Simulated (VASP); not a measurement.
# LaB6 in VASP: notebook

LaB6 is run at these levels: PBE; tasks: single point.

Everything below comes from runs of VASP 6.6.1. Logs are shortened: lines on timing, memory, paths and dates and some standing lists are left out, and cuts for length are marked.

**1. The cell of the first run**

The structure is cubic, space group Pm-3m (No. 221). The conventional cell has a = 4.182 Å, b = 4.182 Å, c = 4.182 Å, α = 90.00°, β = 90.00°, γ = 90.00°. La (site symmetry m-3m) has 24 B at 3.07 Å within 4.0 Å. B (site symmetry 4mm) has 5 B at 1.67 to 1.77 Å within 2.2 Å.

**2. Single point, PBE (10.45 Å³/atom)**

INCAR

```
ALGO = Normal ; EDIFF = 1E-6
ENCUT = 520 ; GGA = PE
ISIF = 2 ; ISMEAR = 0
LASPH = T ; LCHARG = F
LREAL = F ; LWAVE = F
NBANDS = 24 ; NELM = 80
PREC = Accurate ; SIGMA = 0.05
```

KPOINTS

```
k-points
0
Gamma
  8 8 8
```

POSCAR

```
LaB6
1.0
    4.1824905964      0.0000000000      0.0000000000
    0.0000000000      4.1824905964      0.0000000000
    0.0000000000      0.0000000000      4.1824905964
La B
1 6
Direct
    0.0000000000      0.0000000000      0.0000000000
    0.2001268663      0.5000000000      0.5000000000
    0.7998731337      0.5000000000      0.5000000000
    0.5000000000      0.5000000000      0.2001268663
    0.5000000000      0.5000000000      0.7998731337
    0.5000000000      0.2001268663      0.5000000000
    0.5000000000      0.7998731337      0.5000000000
```

Potentials or basis: VASP PAW PBE potentials, release 64 (La, B).

The run is started by

```sh
$ cat potpaw_PBE.64/La/POTCAR potpaw_PBE.64/B/POTCAR > POTCAR
$ mpirun -np 1 vasp_std > vasp.out
```

OUTCAR:

```text
EDIFF = 1E-6
   ENCUT = 520
   GGA = PE
   ISIF = 2
   ISMEAR = 0
   LASPH = T
   LREAL = F
   NELM = 80
   PREC = Accurate

 ion  position               nearest neighbor table
   1  0.000  0.000  0.000-
   2  0.200  0.500  0.500-   3 1.67   4 1.77   5 1.77   6 1.77   7 1.77
   3  0.800  0.500  0.500-   2 1.67   4 1.77   5 1.77   6 1.77   7 1.77
   4  0.500  0.500  0.200-   5 1.67   3 1.77   2 1.77   6 1.77   7 1.77
   5  0.500  0.500  0.800-   4 1.67   3 1.77   2 1.77   6 1.77   7 1.77
   6  0.500  0.200  0.500-   7 1.67   3 1.77   4 1.77   5 1.77   2 1.77
   7  0.500  0.800  0.500-   6 1.67   3 1.77   4 1.77   5 1.77   2 1.77

  LATTYP: Found a simple cubic cell.
 ALAT       =     4.1824905964

  Lattice vectors:

 A1 = (   4.1824905964,   0.0000000000,   0.0000000000)
 A2 = (   0.0000000000,   4.1824905964,   0.0000000000)
 A3 = (   0.0000000000,   0.0000000000,   4.1824905964)

Analysis of symmetry for initial positions (statically):
=====================================================================
 Subroutine PRICEL returns:
 Original cell was already a primitive cell.

 Routine SETGRP: Setting up the symmetry group for a
 simple cubic supercell.

 Subroutine GETGRP returns: Found 48 space group operations
 (whereof 48 operations were pure point group operations)
 out of a pool of 48 trial point group operations.

The static configuration has the point symmetry O_h .

Analysis of symmetry for dynamics (positions and initial velocities):
=====================================================================
 Subroutine PRICEL returns:
 Original cell was already a primitive cell.

 Routine SETGRP: Setting up the symmetry group for a
 simple cubic supercell.

 Subroutine GETGRP returns: Found 48 space group operations
 (whereof 48 operations were pure point group operations)
 out of a pool of 48 trial point group operations.

The dynamic configuration has the point symmetry O_h .

 Subroutine INISYM returns: Found 48 space group operations
 (whereof 48 operations are pure point group operations),
 and found     1 'primitive' translations

----------------------------------------------------------------------------------------

                                     Primitive cell

  volume of cell :      73.1653

  direct lattice vectors                    reciprocal lattice vectors
     4.182490596  0.000000000  0.000000000     0.239091990  0.000000000  0.000000000
     0.000000000  4.182490596  0.000000000     0.000000000  0.239091990  0.000000000
     0.000000000  0.000000000  4.182490596     0.000000000  0.000000000  0.239091990

  length of vectors
     4.182490596  4.182490596  4.182490596     0.239091990  0.239091990  0.239091990

  position of ions in fractional coordinates (direct lattice)
     0.000000000  0.000000000  0.000000000
     0.200126866  0.500000000  0.500000000
     0.799873134  0.500000000  0.500000000
     0.500000000  0.500000000  0.200126866
     0.500000000  0.500000000  0.799873134
     0.500000000  0.200126866  0.500000000
     0.500000000  0.799873134  0.500000000

  ion indices of the primitive-cell ions
   primitive index   ion index
                 1           1
                 2           2
                 3           3
                 4           4
                 5           5
                 6           6
                 7           7

----------------------------------------------------------------------------------------

 KPOINTS: k-points

Automatic generation of k-mesh.
 Grid dimensions read from file:
 generate k-points for:    8    8    8

 Generating k-lattice:

  Cartesian coordinates                     Fractional coordinates (reciprocal lattice)
     0.029886499  0.000000000  0.000000000     0.125000000  0.000000000  0.000000000
     0.000000000  0.029886499  0.000000000     0.000000000  0.125000000  0.000000000
     0.000000000  0.000000000  0.029886499     0.000000000  0.000000000  0.125000000

  Length of vectors
     0.029886499  0.029886499  0.029886499

  Shift w.r.t. Gamma in fractional coordinates (k-lattice)
     0.000000000  0.000000000  0.000000000

 Subroutine IBZKPT returns following result:
 ===========================================

 Found     35 irreducible k-points:

 Following reciprocal coordinates:
            Coordinates               Weight
  0.000000  0.000000  0.000000      1.000000
  0.125000  0.000000  0.000000      6.000000
  0.250000  0.000000  0.000000      6.000000
  0.375000  0.000000  0.000000      6.000000
  0.500000  0.000000  0.000000      3.000000
  0.125000  0.125000  0.000000     12.000000
[... 16 lines left out ...]
  0.375000  0.375000  0.125000     24.000000
  0.500000  0.375000  0.125000     24.000000
 [... further k-points ...]
   k-points           NKPTS =     35   k-points in BZ     NKDIM =     35   number of bands    NBANDS=     24
   number of dos      NEDOS =    301   number of ions     NIONS =      7
   total plane-waves  NPLWV =  32768
   dimension x,y,z NGX =    32 NGY =   32 NGZ =   32
   dimension x,y,z NGXF=    64 NGYF=   64 NGZF=   64
   ions per type =               1   6
   NGX,Y,Z   is equivalent  to a cutoff of  12.72, 12.72, 12.72 a.u.
   NGXF,Y,Z  is equivalent  to a cutoff of  25.44, 25.44, 25.44 a.u.
 SYSTEM =  unknown system
   PREC   = accura    normal or accurate (medium, high low for compatibility)
   ISTART =      0    job   : 0-new  1-cont  2-samecut
   ICHARG =      2    charge: 1-file 2-atom 10-const
   ISPIN  =      1    spin polarized calculation?
   LNONCOLLINEAR =      F non collinear calculations
   LSORBIT =      F    spin-orbit coupling
   LASPH  =      T    aspherical Exc in radial PAW
   ENCUT  =  520.0 eV  38.22 Ry    6.18 a.u.   7.78  7.78  7.78*2*pi/ulx,y,z
   NELM   =     80;   NELMIN=  2; NELMDL= -5     # of ELM steps
   EDIFF  = 0.1E-05   stopping-criterion for ELM
   LREAL  =      F    real-space projection
   EDIFFG = 0.1E-04   stopping-criterion for IOM
   NSW    =      0    number of steps for IOM
   IBRION =     -1    ionic relax: 0-MD 1-quasi-New 2-CG
   NFREE  =      0    steps in history (QN), initial steepest desc. (CG)
   ISIF   =      2    stress and relaxation
   ISYM   =      2    0-nonsym 1-usesym 2-fastsym
   POTIM  = 0.5000    time-step for ionic-motion
   TEBEG  =    0.0;   TEEND  =   0.0 temperature during run
   PSTRESS=    0.0 pullay stress
   NELECT =      29.0000    total number of electrons
   NUPDOWN=      -1.0000    fix difference up-down
   EMIN   =  10.00;   EMAX   =-10.00  energy-range for DOS
   EFERMI =   0.00;   METHOD = LEGACY
   ISMEAR =     0;   SIGMA  =   0.05  broadening in eV -4-tet -1-fermi 0-gaus
   EFERMI_NEDOS =   21; number of points for ismear=-14 and -15
   IALGO  =     38    algorithm
   IMIX   =      4    mixing-type and parameters
     AMIX     =   0.40;   BMIX     =  1.00
     AMIX_MAG =   1.60;   BMIX_MAG =  1.00
  volume/ion in A,a.u.               =      10.45        70.53
  Fermi-wavevector in a.u.,A,eV,Ry     =   1.202558  2.272504 19.675992  1.446145
  Thomas-Fermi vector in A             =   2.338336
   LORBIT       =      0    0 simple, 1 ext, 2 COOP (PROOUT), +10 PAW based schemes
   GGA     = PE    functional components
   LHFCALC =     F    Hartree Fock is set to
   AEXX    =    0.0000 exact exchange contribution
   IVDW    =     0    specifies the selected vdW correction
   LEPSILON=     F    determine dielectric tensor
   LRPA    =     F    only Hartree local field effects (RPA)
 non-spin polarized calculation
 Gauss-broadening in eV      SIGMA  =   0.05
  energy-cutoff  :      520.00
  volume of cell :       73.17
 maximum number of plane-waves:      1996
 NGX is ok and might be reduce to    32
   NGX = 15   NGY = 15   NGZ = 15

 number of electron      29.0000002 magnetization

 Free energy of the ion-electron system (eV)
  ---------------------------------------------------
  ext. energy  EPLUGINS =         0.00000000
  ---------------------------------------------------
  free energy    TOTEN  =       -49.03803736 eV

  energy without entropy =      -49.03704081  energy(sigma->0) =      -49.03753908

 E-fermi :   8.3420     XC(G=0): -11.1725

 val. band max:        8.2142331053   @ k =   0.3750   0.2500   0.1250
 cond. band min:       8.3453129332   @ k =   0.2500   0.2500   0.0000
 fundamental gap:      0.1310798279
 Fermi energy:         8.3420066276

 k-point     1 :       0.0000    0.0000    0.0000
  band No.  band energies     occupation
      1     -24.7519      2.00000
      2      -8.4631      2.00000
      3      -8.4631      2.00000
      4      -8.4631      2.00000
      5      -7.0245      2.00000
      6       0.5681      2.00000
[... 16 lines left out ...]
     23      10.2940      0.00000
     24      11.4263      0.00000

 k-point     2 :       0.1250    0.0000    0.0000
  band No.  band energies     occupation
      1     -24.7487      2.00000
      2      -8.6006      2.00000
      3      -8.4525      2.00000
      4      -8.4525      2.00000
      5      -6.8748      2.00000
      6      -0.2702      2.00000
[... 16 lines left out ...]
     23      10.4281      0.00000
     24      11.3990      0.00000

 k-point     3 :       0.2500    0.0000    0.0000
  band No.  band energies     occupation
      1     -24.7409      2.00000
      2      -8.8680      2.00000
      3      -8.4265      2.00000
      4      -8.4265      2.00000
      5      -6.5625      2.00000
      6      -1.2181      2.00000
[... 16 lines left out ...]
     23      10.8376      0.00000
     24      10.9142      0.00000

 k-point     4 :       0.3750    0.0000    0.0000
  band No.  band energies     occupation
      1     -24.7331      2.00000
      2      -9.0861      2.00000
      3      -8.4002      2.00000
      4      -8.4002      2.00000
      5      -6.2717      2.00000
      6      -1.8925      2.00000
[... 16 lines left out ...]
     23      10.4519      0.00000
     24      10.4519      0.00000

 k-point     5 :       0.5000    0.0000    0.0000
  band No.  band energies     occupation
      1     -24.7298      2.00000
      2      -9.1674      2.00000
      3      -8.3892      2.00000
      4      -8.3892      2.00000
      5      -6.1493      2.00000
      6      -2.1439      2.00000
[... 16 lines left out ...]
     23      10.4509      0.00000
     24      10.5714      0.00000

 k-point     6 :       0.1250    0.1250    0.0000
  band No.  band energies     occupation
      1     -24.7455      2.00000
      2      -8.6342      2.00000
      3      -8.5230      2.00000
      4      -8.4421      2.00000
      5      -6.7584      2.00000
      6      -0.4253      2.00000
[... 16 lines left out ...]
     23      10.5045      0.00000
     24      11.5320      0.00000
[... 379 lines left out ...]
 k-point    21 :       0.3750    0.2500    0.1250
  band No.  band energies     occupation
      1     -24.7194      2.00000
      2      -8.9305      2.00000
      3      -8.6434      2.00000
      4      -8.4380      2.00000
      5      -6.3272      2.00000
      6      -1.3915      2.00000
[... 16 lines left out ...]
     23      10.9313      0.00000
     24      11.4227      0.00000

 k-point    22 :       0.5000    0.2500    0.1250
  band No.  band energies     occupation
      1     -24.7163      2.00000
      2      -8.9926      2.00000
      3      -8.6208      2.00000
      4      -8.4253      2.00000
      5      -6.3053      2.00000
      6      -1.5544      2.00000
[... 16 lines left out ...]
     23      10.9047      0.00000
     24      11.8207      0.00000

 k-point    23 :       0.3750    0.3750    0.1250
  band No.  band energies     occupation
      1     -24.7119      2.00000
      2      -8.8564      2.00000
      3      -8.7831      2.00000
      4      -8.4116      2.00000
      5      -6.3781      2.00000
      6      -1.1773      2.00000
[... 16 lines left out ...]
     23      11.0532      0.00000
     24      11.6455      0.00000

 k-point    24 :       0.5000    0.3750    0.1250
  band No.  band energies     occupation
      1     -24.7088      2.00000
      2      -8.8854      2.00000
      3      -8.7757      2.00000
      4      -8.4004      2.00000
      5      -6.4045      2.00000
      6      -1.2134      2.00000
[... 16 lines left out ...]
     23      11.3033      0.00000
     24      11.7184      0.00000

 [... further k-points ...]

------------------------ aborting loop because EDIFF is reached ----------------------------------------

  FORCE on cell =-STRESS in cart. coord.  units (eV):
  Direction    XX          YY          ZZ          XY          YZ          ZX
  --------------------------------------------------------------------------------------
  -------------------------------------------------------------------------------------
  Total       -1.5652444     -1.5652444     -1.5652444      0.0000000     -0.0000000      0.0000000
  in kB      -34.2758178    -34.2758178    -34.2758178      0.0000000     -0.0000000      0.0000000
  external PRESSURE =     -34.2758178 kB  Pullay stress =       0.0000000 kB

 VOLUME and BASIS-vectors are now :
 -----------------------------------------------------------------------------
  energy-cutoff  :      520.00
  volume of cell :       73.17
      direct lattice vectors                 reciprocal lattice vectors
     4.182490596  0.000000000  0.000000000     0.239091990  0.000000000  0.000000000
     0.000000000  4.182490596  0.000000000     0.000000000  0.239091990  0.000000000
     0.000000000  0.000000000  4.182490596     0.000000000  0.000000000  0.239091990

 POSITION                                       TOTAL-FORCE (eV/Angst)
 -----------------------------------------------------------------------------------
      0.00000      0.00000      0.00000         0.000000     -0.000000      0.000000
      0.83703      2.09125      2.09125        -0.015514     -0.000000      0.000000
      3.34546      2.09125      2.09125         0.015514     -0.000000     -0.000000
      2.09125      2.09125      0.83703         0.000000     -0.000000     -0.015514
      2.09125      2.09125      3.34546         0.000000     -0.000000      0.015514
      2.09125      0.83703      2.09125         0.000000     -0.015514     -0.000000
      2.09125      3.34546      2.09125         0.000000      0.015514      0.000000
 -----------------------------------------------------------------------------------
    total drift:                                0.000000     -0.000000     -0.000000

  FREE ENERGIE OF THE ION-ELECTRON SYSTEM (eV)
  ---------------------------------------------------
  free  energy   TOTEN  =       -49.0380373599 eV

  energy  without entropy=      -49.0370408067  energy(sigma->0) =      -49.03753908
```

It took 60 s on 1 thread of Intel Xeon Platinum 8488C (Sapphire Rapids), shared host; peak memory 0.2 GiB.

What came out:

```
Free energy            : -49.0380 eV
Pressure               : -3.4 GPa
Largest force          : 0.016 eV/Å
Band gap on the k mesh : zero (an odd number of electrons rules out a gap without spin polarisation)
```

Forces in eV/Å, atoms in the order of the input:
```
La   0.000  0.000  0.000
B   -0.016  0.000  0.000
B    0.016  0.000  0.000
B    0.000  0.000 -0.016
B    0.000  0.000  0.016
B    0.000 -0.016  0.000
B    0.000  0.016  0.000
```

Caveat: the cell stands under tension; spin-orbit coupling is left out, which moves the levels of the heavy elements.

**3. Single point, PBE (10.66 Å³/atom)**

This run uses another cell than the first one, of 10.66 Å³/atom.

INCAR

```
SYSTEM = LaB6
ALGO = Normal ; EDIFF = 1E-7
ENCUT = 520 ; GGA = PE
ISIF = 2 ; ISMEAR = 0
LASPH = .TRUE. ; LCHARG = .TRUE.
LELF = .TRUE. ; LREAL = .FALSE.
LVHAR = .TRUE. ; LWAVE = .FALSE.
NBANDS = 24 ; NELM = 60
PREC = Accurate ; SIGMA = 0.05
```

KPOINTS

```
k-points
0
G
  8 8 8
  0 0 0
```

POSCAR

```
LaB6
1.0
    4.2096503872      0.0000000000      0.0000000000
    0.0000000000      4.2096503872      0.0000000000
    0.0000000000      0.0000000000      4.2096503872
La B
1 6
Direct
    0.0000000000      0.0000000000      0.0000000000
    0.2004208409      0.5000000000      0.5000000000
    0.7995791591      0.5000000000      0.5000000000
    0.5000000000      0.5000000000      0.2004208409
    0.5000000000      0.5000000000      0.7995791591
    0.5000000000      0.2004208409      0.5000000000
    0.5000000000      0.7995791591      0.5000000000
```

Potentials or basis: VASP PAW PBE potentials, release 64 (La, B).

The run is started by

```sh
$ cat potpaw_PBE.64/La/POTCAR potpaw_PBE.64/B/POTCAR > POTCAR
$ mpirun -np 1 vasp_std > vasp.out
```

OUTCAR:

```text
SYSTEM = LaB6
   EDIFF = 1E-7
   ENCUT = 520
   GGA = PE
   ISIF = 2
   ISMEAR = 0
   LASPH = .TRUE.
   LREAL = .FALSE.
   NELM = 60
   PREC = Accurate

 ion  position               nearest neighbor table
   1  0.000  0.000  0.000-
   2  0.200  0.500  0.500-   3 1.69   4 1.78   5 1.78   6 1.78   7 1.78
   3  0.800  0.500  0.500-   2 1.69   4 1.78   5 1.78   6 1.78   7 1.78
   4  0.500  0.500  0.200-   5 1.69   3 1.78   2 1.78   6 1.78   7 1.78
   5  0.500  0.500  0.800-   4 1.69   3 1.78   2 1.78   6 1.78   7 1.78
   6  0.500  0.200  0.500-   7 1.69   3 1.78   4 1.78   5 1.78   2 1.78
   7  0.500  0.800  0.500-   6 1.69   3 1.78   4 1.78   5 1.78   2 1.78

[... 857 lines left out ...]
  Total       -3.0010681     -3.0010681     -3.0010681      0.0000000      0.0000000      0.0000000
  in kB      -64.4537742    -64.4537742    -64.4537742      0.0000000      0.0000000      0.0000000
  external PRESSURE =     -64.4537742 kB  Pullay stress =       0.0000000 kB

 VOLUME and BASIS-vectors are now :
 -----------------------------------------------------------------------------
  energy-cutoff  :      520.00
  volume of cell :       74.60
      direct lattice vectors                 reciprocal lattice vectors
     4.209650387  0.000000000  0.000000000     0.237549418  0.000000000  0.000000000
     0.000000000  4.209650387  0.000000000     0.000000000  0.237549418  0.000000000
     0.000000000  0.000000000  4.209650387     0.000000000  0.000000000  0.237549418

 POSITION                                       TOTAL-FORCE (eV/Angst)
 -----------------------------------------------------------------------------------
      0.00000      0.00000      0.00000         0.000000      0.000000      0.000000
      0.84370      2.10483      2.10483        -0.014710      0.000000      0.000000
      3.36595      2.10483      2.10483         0.014710     -0.000000     -0.000000
      2.10483      2.10483      0.84370        -0.000000     -0.000000     -0.014710
      2.10483      2.10483      3.36595         0.000000      0.000000      0.014710
      2.10483      0.84370      2.10483         0.000000     -0.014710      0.000000
      2.10483      3.36595      2.10483        -0.000000      0.014710     -0.000000
 -----------------------------------------------------------------------------------
    total drift:                                0.000000     -0.000000     -0.000000

  FREE ENERGIE OF THE ION-ELECTRON SYSTEM (eV)
  ---------------------------------------------------
  free  energy   TOTEN  =       -48.9941387836 eV

  energy  without entropy=      -48.9931433472  energy(sigma->0) =      -48.99364107
```

stdout:

```text
POSCAR found type information on POSCAR LaB
 POSCAR found :  2 types and       7 ions
 scaLAPACK will be used
 LDA part: xc-table for (Slater+PW92), standard interpolation
 POSCAR, INCAR and KPOINTS ok, starting setup
 FFT: planning ... GRIDC
 FFT: planning ... GRID_SOFT
 FFT: planning ... GRID
 WAVECAR not read
 entering main loop
```

Wall time 62 s (1 thread of Intel Xeon Platinum 8488C (Sapphire Rapids), shared host); peak memory 0.22 GiB.

Results:

| Item | Value |
| --- | --- |
| Free energy | -48.9941 eV |
| Pressure | -6.4 GPa |
| Largest force | 0.015 eV/Å |
| Band gap on the k mesh | zero (an odd number of electrons rules out a gap without spin polarisation) |

Forces on the atoms (eV/Å):
```
La   0.000  0.000  0.000
B   -0.015  0.000  0.000
B    0.015  0.000  0.000
B    0.000  0.000 -0.015
B    0.000  0.000  0.015
B    0.000 -0.015  0.000
B    0.000  0.015  0.000
```

Caveat: the cell stands under tension; spin-orbit coupling is left out, which moves the levels of the heavy elements.

[end of part 1 of 2]

The gap in the log of VASP goes by the Fermi energy; the results here count the filled bands.